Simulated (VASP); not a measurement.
# H6C2O in VASP: single point with PBEsol

Aim: the single point of H6C2O with PBEsol.

All numbers are computed with VASP 6.6.1; they aren't measurements. Logs are shortened: lines on timing, memory, paths and dates and some standing lists are left out, and cuts for length are marked.

## (1) The cell of the first run

The cell holds a disordered packing, 36 atoms: a = 7.294 Å, b = 7.294 Å, c = 7.294 Å, α = 90.00°, β = 90.00°, γ = 90.00°.

## (2) Single point, PBEsol

File INCAR:

```
SYSTEM = H6C2O
ALGO     = Normal         ! electronic algorithm
EDIFF    = 1E-6           ! SCF threshold, eV
ENCUT    = 1000           ! plane-wave cutoff, eV
GGA      = PS             ! functional
GGA_COMPAT= .FALSE.      
ISIF     = 2              ! what is computed and relaxed
ISMEAR   = -1             ! smearing method
LASPH    = .TRUE.         ! aspherical terms in the spheres
LCHARG   = .FALSE.        ! write CHGCAR
LREAL    = Auto         
LWAVE    = .FALSE.        ! write WAVECAR
NBANDS   = 64             ! bands
NELM     = 120            ! most SCF steps
PREC     = Accurate       ! precision mode
SIGMA    = 0.05           ! smearing width, eV
```

File KPOINTS:

```
k-points
0
G
  1 1 1
  0 0 0
```

File POSCAR:

```
H6C2O
1.0
    7.2936330000      0.0000000000      0.0000000000
    0.0000000000      7.2936330000      0.0000000000
    0.0000000000      0.0000000000      7.2936330000
C O H
8 4 24
Direct
    0.5988156991      0.5711993968      0.8234496497
    0.4830454974      0.6890210590      0.9478831834
    0.0686863675      0.2513380091      0.7308830799
    0.1063036577      0.1330547731      0.8969144068
    0.1789184319      0.7413386400      0.4871902470
    0.0753903926      0.7225763079      0.3085001921
    0.5910017752      0.1062226589      0.3406148250
    0.4737838389      0.2751580789      0.3671494577
    0.5569107547      0.6767532160      1.1294891129
    0.2963687220      0.1265560424      0.9374724426
    0.0495599525      0.5308681712      0.2712582502
    0.2967397032      0.2410214462      0.2889408462
    0.4937857365      0.7671174363      1.2055586164
    0.4809766307      0.8337467275      0.9018456459
    0.3392070523      0.6388406494      0.9469965818
    0.5535815552      0.5851899454      0.6799732010
    0.7439067659      0.6138919884      0.8304856629
    0.5877990874      0.4251163688      0.8614059321
    0.3090015088      0.1686393548      1.0670594453
    0.0298314854      0.1864126673      1.0171146088
    0.0543926186     -0.0079888470      0.8721871099
   -0.0786242406      0.2516418121      0.6967046465
    0.1114955001      0.3939736355      0.7565492252
    0.1444881974      0.2011895397      0.6098390424
   -0.0562379907      0.5184001899      0.1903470104
   -0.0596763345      0.7913087815      0.3169782674
    0.1519804791      0.7881692922      0.1944527157
    0.2143555530      0.8859618611      0.5133643636
    0.0962949729      0.6896082420      0.6026536586
    0.3073410160      0.6609533657      0.4830844762
    0.2208709325      0.3538876378      0.2913863928
    0.4589879646      0.3045225433      0.5157118041
    0.5375395279      0.3957623399      0.2996657060
    0.7305495942      0.1298062968      0.3941320627
    0.5328879061     -0.0120172276      0.4159037571
    0.6027591886      0.0704532997      0.1940625737
```

Potentials or basis: VASP PAW PBE potentials, release 64 (C_h, O_h, H_h).

Run with:

```sh
> cat potpaw_PBE.64/C_h/POTCAR potpaw_PBE.64/O_h/POTCAR potpaw_PBE.64/H_h/POTCAR > POTCAR
> mpirun -np 1 vasp_gam > vasp.out
```

OUTCAR:

```text
SYSTEM = H6C2O
   EDIFF = 1E-6
   ENCUT = 1000
   GGA = PS
   ISIF = 2
   ISMEAR = -1
   LASPH = .TRUE.
   LREAL = Auto
   NELM = 120
   PREC = Accurate

 ion  position               nearest neighbor table
   1  0.599  0.571  0.823-  16 1.10  18 1.10  17 1.10   2 1.51
   2  0.483  0.689  0.948-  14 1.11  15 1.11   9 1.43   1 1.51
   3  0.069  0.251  0.731-  23 1.10  22 1.10  24 1.10   4 1.51
   4  0.106  0.133  0.897-  20 1.11  21 1.11  10 1.42   3 1.51
   5  0.179  0.741  0.487-  29 1.10  28 1.10  30 1.11   6 1.51
   6  0.075  0.723  0.309-  26 1.11  27 1.11  11 1.44   5 1.51
   7  0.591  0.106  0.341-  34 1.10  36 1.10  35 1.11   8 1.51
   8  0.474  0.275  0.367-  32 1.11  33 1.11  12 1.43   7 1.51
   9  0.557  0.677  0.129-  13 0.98   2 1.43
  10  0.296  0.127  0.937-  19 1.00   4 1.42
  11  0.050  0.531  0.271-  25 0.98   6 1.44
  12  0.297  0.241  0.289-  31 0.99   8 1.43
  13  0.494  0.767  0.206-   9 0.98
  14  0.481  0.834  0.902-   2 1.11
  15  0.339  0.639  0.947-   2 1.11
  16  0.554  0.585  0.680-   1 1.10
  17  0.744  0.614  0.830-   1 1.10
  18  0.588  0.425  0.861-   1 1.10
[... 16 lines left out ...]
  35  0.533  0.988  0.416-   7 1.11
  36  0.603  0.070  0.194-   7 1.10

  LATTYP: Found a simple cubic cell.
 ALAT       =     7.2936330000

  Lattice vectors:

 A1 = (   7.2936330000,   0.0000000000,   0.0000000000)
 A2 = (   0.0000000000,   7.2936330000,   0.0000000000)
 A3 = (   0.0000000000,   0.0000000000,   7.2936330000)

Analysis of symmetry for initial positions (statically):
=====================================================================
 Subroutine PRICEL returns:
 Original cell was already a primitive cell.

 Routine SETGRP: Setting up the symmetry group for a
 simple cubic supercell.

 Subroutine GETGRP returns: Found  1 space group operations
 (whereof  1 operations were pure point group operations)
 out of a pool of 48 trial point group operations.

The static configuration has the point symmetry C_1 .

Analysis of symmetry for dynamics (positions and initial velocities):
=====================================================================
 Subroutine PRICEL returns:
 Original cell was already a primitive cell.

 Routine SETGRP: Setting up the symmetry group for a
 simple cubic supercell.

 Subroutine GETGRP returns: Found  1 space group operations
 (whereof  1 operations were pure point group operations)
 out of a pool of 48 trial point group operations.

The dynamic configuration has the point symmetry C_1 .

 Subroutine INISYM returns: Found  1 space group operations
 (whereof  1 operations are pure point group operations),
 and found     1 'primitive' translations

----------------------------------------------------------------------------------------

                                     Primitive cell

  volume of cell :     388.0000

  direct lattice vectors                    reciprocal lattice vectors
     7.293633000  0.000000000  0.000000000     0.137105884  0.000000000  0.000000000
     0.000000000  7.293633000  0.000000000     0.000000000  0.137105884  0.000000000
     0.000000000  0.000000000  7.293633000     0.000000000  0.000000000  0.137105884

  length of vectors
     7.293633000  7.293633000  7.293633000     0.137105884  0.137105884  0.137105884

  position of ions in fractional coordinates (direct lattice)
     0.598815699  0.571199397  0.823449650
     0.483045497  0.689021059  0.947883183
     0.068686367  0.251338009  0.730883080
     0.106303658  0.133054773  0.896914407
     0.178918432  0.741338640  0.487190247
     0.075390393  0.722576308  0.308500192
[... 28 lines left out ...]
     0.532887906  0.987982772  0.415903757
     0.602759189  0.070453300  0.194062574

  ion indices of the primitive-cell ions
   primitive index   ion index
                 1           1
                 2           2
                 3           3
                 4           4
                 5           5
                 6           6
[... 28 lines left out ...]
                35          35
                36          36

----------------------------------------------------------------------------------------

 KPOINTS: k-points

Automatic generation of k-mesh.
 Grid dimensions read from file:
 generate k-points for:    1    1    1

 Generating k-lattice:

  Cartesian coordinates                     Fractional coordinates (reciprocal lattice)
     0.137105884  0.000000000  0.000000000     1.000000000  0.000000000  0.000000000
     0.000000000  0.137105884  0.000000000     0.000000000  1.000000000  0.000000000
     0.000000000  0.000000000  0.137105884     0.000000000  0.000000000  1.000000000

  Length of vectors
     0.137105884  0.137105884  0.137105884

  Shift w.r.t. Gamma in fractional coordinates (k-lattice)
     0.000000000  0.000000000  0.000000000

 Subroutine IBZKPT returns following result:
 ===========================================

 Found      1 irreducible k-points:

 Following reciprocal coordinates:
            Coordinates               Weight
  0.000000  0.000000  0.000000      1.000000
   k-points           NKPTS =      1   k-points in BZ     NKDIM =      1   number of bands    NBANDS=     64
   number of dos      NEDOS =    301   number of ions     NIONS =     36
   total plane-waves  NPLWV = 512000
   dimension x,y,z NGX =    80 NGY =   80 NGZ =   80
   dimension x,y,z NGXF=   160 NGYF=  160 NGZF=  160
   ions per type =               8   4  24
   NGX,Y,Z   is equivalent  to a cutoff of  18.23, 18.23, 18.23 a.u.
   NGXF,Y,Z  is equivalent  to a cutoff of  36.47, 36.47, 36.47 a.u.
 SYSTEM =  H6C2O
   PREC   = accura    normal or accurate (medium, high low for compatibility)
   ISTART =      0    job   : 0-new  1-cont  2-samecut
   ICHARG =      2    charge: 1-file 2-atom 10-const
   ISPIN  =      1    spin polarized calculation?
   LNONCOLLINEAR =      F non collinear calculations
   LSORBIT =      F    spin-orbit coupling
   LASPH  =      T    aspherical Exc in radial PAW
   ENCUT  = 1000.0 eV  73.50 Ry    8.57 a.u.  18.81 18.81 18.81*2*pi/ulx,y,z
   NELM   =    120;   NELMIN=  2; NELMDL= -5     # of ELM steps
   EDIFF  = 0.1E-05   stopping-criterion for ELM
   LREAL  =      T    real-space projection
   EDIFFG = 0.1E-04   stopping-criterion for IOM
   NSW    =      0    number of steps for IOM
   IBRION =     -1    ionic relax: 0-MD 1-quasi-New 2-CG
   NFREE  =      0    steps in history (QN), initial steepest desc. (CG)
   ISIF   =      2    stress and relaxation
   ISYM   =      2    0-nonsym 1-usesym 2-fastsym
   POTIM  = 0.5000    time-step for ionic-motion
   TEBEG  =    0.0;   TEEND  =   0.0 temperature during run
   PSTRESS=    0.0 pullay stress
   NELECT =      80.0000    total number of electrons
   NUPDOWN=      -1.0000    fix difference up-down
   EMIN   =  10.00;   EMAX   =-10.00  energy-range for DOS
   EFERMI =   0.00;   METHOD = LEGACY
   ISMEAR =    -1;   SIGMA  =   0.05  broadening in eV -4-tet -1-fermi 0-gaus
   EFERMI_NEDOS =   21; number of points for ismear=-14 and -15
   IALGO  =     38    algorithm
   IMIX   =      4    mixing-type and parameters
     AMIX     =   0.40;   BMIX     =  1.00
     AMIX_MAG =   1.60;   BMIX_MAG =  1.00
  volume/ion in A,a.u.               =      10.78        72.73
  Fermi-wavevector in a.u.,A,eV,Ry     =   0.967151  1.827650 12.726630  0.935381
  Thomas-Fermi vector in A             =   2.097013
   LORBIT       =      0    0 simple, 1 ext, 2 COOP (PROOUT), +10 PAW based schemes
   GGA     = PS    functional components
   LHFCALC =     F    Hartree Fock is set to
   AEXX    =    0.0000 exact exchange contribution
   IVDW    =     0    specifies the selected vdW correction
   LEPSILON=     F    determine dielectric tensor
   LRPA    =     F    only Hartree local field effects (RPA)
 non-spin polarized calculation
  energy-cutoff  :     1000.00
  volume of cell :      388.00
 maximum number of plane-waves:     13913
 NGX is ok and might be reduce to    80
   NGX = 37   NGY = 37   NGZ = 37

 number of electron      80.0000000 magnetization

 Free energy of the ion-electron system (eV)
  ---------------------------------------------------
  ext. energy  EPLUGINS =         0.00000000
  ---------------------------------------------------
  free energy    TOTEN  =      -189.48725150 eV

  energy without entropy =     -189.48725150  energy(sigma->0) =     -189.48725150

 E-fermi :  -1.1064     XC(G=0):  -6.5478

 val. band max:       -2.3910199822   @ k =   0.0000   0.0000   0.0000
 cond. band min:       2.1469668967   @ k =   0.0000   0.0000   0.0000
 fundamental gap:      4.5379868789
 Fermi energy:        -1.1064163218

 k-point     1 :       0.0000    0.0000    0.0000
  band No.  band energies     occupation
      1     -22.6173      2.00000
      2     -22.0903      2.00000
      3     -22.0652      2.00000
      4     -21.3254      2.00000
      5     -15.4548      2.00000
      6     -15.2310      2.00000
[... 44 lines left out ...]
     51       5.5003      0.00000
     52       5.5402      0.00000
 [bands above 52 left out]

------------------------ aborting loop because EDIFF is reached ----------------------------------------

  FORCE on cell =-STRESS in cart. coord.  units (eV):
  Direction    XX          YY          ZZ          XY          YZ          ZX
  --------------------------------------------------------------------------------------
  -------------------------------------------------------------------------------------
  Total       -1.6058185     -1.0880814     -0.7022987      0.3293556      0.0708578     -0.1632647
  in kB       -6.6309434     -4.4930396     -2.9000181      1.3600158      0.2925949     -0.6741728
  external PRESSURE =      -4.6746670 kB  Pullay stress =       0.0000000 kB

 VOLUME and BASIS-vectors are now :
 -----------------------------------------------------------------------------
  energy-cutoff  :     1000.00
  volume of cell :      388.00
      direct lattice vectors                 reciprocal lattice vectors
     7.293633000  0.000000000  0.000000000     0.137105884  0.000000000  0.000000000
     0.000000000  7.293633000  0.000000000     0.000000000  0.137105884  0.000000000
     0.000000000  0.000000000  7.293633000     0.000000000  0.000000000  0.137105884

 POSITION                                       TOTAL-FORCE (eV/Angst)
 -----------------------------------------------------------------------------------
      4.36754      4.16612      6.00594        -0.018175      0.015297      0.019582
      3.52316      5.02547      6.91351         0.043239     -0.004253      0.003058
      0.50097      1.83317      5.33079        -0.011938     -0.001384     -0.000709
      0.77534      0.97045      6.54176         0.003600      0.007881     -0.021333
      1.30497      5.40705      3.55339        -0.045266     -0.016745     -0.104453
      0.54987      5.27021      2.25009         0.082737      0.043926      0.103842
[... 28 lines left out ...]
      3.88669      7.20598      3.03345        -0.001088      0.062742     -0.036215
      4.39630      0.51386      1.41542        -0.003169      0.030325      0.035498
 -----------------------------------------------------------------------------------
    total drift:                               -0.000110     -0.002269      0.000783

  FREE ENERGIE OF THE ION-ELECTRON SYSTEM (eV)
  ---------------------------------------------------
  free  energy   TOTEN  =      -189.4872514965 eV

  energy  without entropy=     -189.4872514964  energy(sigma->0) =     -189.48725150
```

Run time: 77 s. Hardware: 1 thread of AMD EPYC 9R45 (Zen 5), shared host; peak memory 0.9 GiB.

What came out:

| Property | Result |
| --- | --- |
| Free energy | -189.4873 eV |
| Pressure | -0.5 GPa |
| Largest force | 0.172 eV/Å |
| Band gap on the k mesh | 4.54 eV |

Forces on the atoms (eV/Å):
```
C   -0.018  0.015  0.020
C    0.043 -0.004  0.003
C   -0.012 -0.001 -0.001
C    0.004  0.008 -0.021
C   -0.045 -0.017 -0.104
C    0.083  0.044  0.104
C    0.057 -0.027  0.017
C   -0.122  0.001 -0.046
O   -0.054  0.068  0.065
O   -0.003 -0.008  0.063
O   -0.142  0.081 -0.055
O    0.125 -0.024  0.021
H    0.103 -0.060 -0.105
H    0.001 -0.032  0.003
H    0.022  0.017  0.002
H   -0.002 -0.020  0.045
H   -0.010 -0.025 -0.003
H    0.014  0.021  0.004
H    0.003 -0.001 -0.021
H   -0.022 -0.021  0.002
H    0.001 -0.001 -0.016
H   -0.014  0.006  0.002
H    0.004  0.007  0.007
H   -0.005  0.004 -0.004
H    0.108 -0.030  0.056
H    0.042 -0.041  0.016
H   -0.021 -0.044  0.028
H   -0.031 -0.047 -0.020
H    0.036  0.032 -0.027
H   -0.022  0.039 -0.023
H   -0.024  0.020 -0.005
H   -0.009  0.001 -0.023
H   -0.014 -0.035  0.036
H   -0.071 -0.019 -0.020
H   -0.001  0.063 -0.036
H   -0.003  0.030  0.035
```

Stress tensor (GPa, compression positive):
```
-0.66  0.14 -0.07
 0.14 -0.45  0.03
-0.07  0.03 -0.29
```

Caveat: the k points lie up to 0.86 Å⁻¹ apart, too coarse for converged energies, forces and pressures; the PAW data sets were made with another functional, which shifts forces and pressure a little.
